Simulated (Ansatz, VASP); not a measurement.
## Two plane-wave programs on N

```
N
1.0
     0.00000    2.09207    2.09207
     2.09207    0.00000    2.09207
     2.09207    2.09207    0.00000
N
2
Direct
  0.00000 0.00000 0.00000
  0.25000 0.25000 0.25000
```

Alike in both runs: task electric field gradients; functional PBE; k mesh 13 × 13 × 13; occupations fermi-dirac, width 0.08 eV; collinear spin.

|  | VASP | Ansatz |
| --- | --- | --- |
| version | VASP 6.6.1 | Ansatz 0.2.0 |
| potentials or method | VASP PAW PBE potentials, release 64 (N) | scalar-relativistic |
| plane-wave cutoff (eV) | 520 | 1320 |
| valence electrons in the cell | 10 | 10 |

|  | VASP | Ansatz | Ansatz less VASP |
| --- | --- | --- | --- |
| gap on the k mesh at the Fermi level (eV) | none | none | - |
| pressure (GPa) | 0.0 | -0.3 | -0.29 |
| net moment per atom (μB) | 0.00 | 0.00 | 0.000 |

A gap of «none» marks a metal or a gap that the smearing closes. The functional is the same, so the differences come from potentials, cutoffs and numerics. Ansatz's warnings: radial quadrature taken, seeded moment not kept.
